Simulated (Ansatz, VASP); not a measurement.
NaH: VASP beside Ansatz

```xyz
2
Lattice="0.0000 2.5969 2.5969 2.5969 0.0000 2.5969 2.5969 2.5969 0.0000" Properties=species:S:1:pos:R:3 pbc="T T T"
Na    0.0000    0.0000    0.0000
H     1.2985    1.2985    1.2985
```

Alike in both runs: task single point; functional PBE-based global hybrid; k mesh 4 × 4 × 4; no spin polarisation.

|  | VASP | Ansatz |
| --- | --- | --- |
| version | VASP 6.6.1 | Ansatz 0.2.0 |
| potentials or method | VASP PAW PBE potentials, release 64 (Na_pv, H) | plane waves |
| plane-wave cutoff (eV) | 520 | 420 |
| occupations | gaussian, width 0.01 eV | fixed |
| valence electrons in the cell | 8 | 10 |

|  | VASP | Ansatz | Ansatz less VASP |
| --- | --- | --- | --- |
| gap on the k mesh at the Fermi level (eV) | 3.95 | 3.95 | -0.003 |
| pressure (GPa) | 0.2 | 0.2 | -0.03 |

VASP's potentials were made for PBE, not for PBE-based global hybrid. VASP's potentials hold 8 valence electrons a cell and Ansatz's 10, so a difference there can come from the potentials and not from the codes. Ansatz's warnings: stress exchange threshold loose, stress scf threshold loose.

The k mesh is coarse, so the values compare programs but aren't converged.
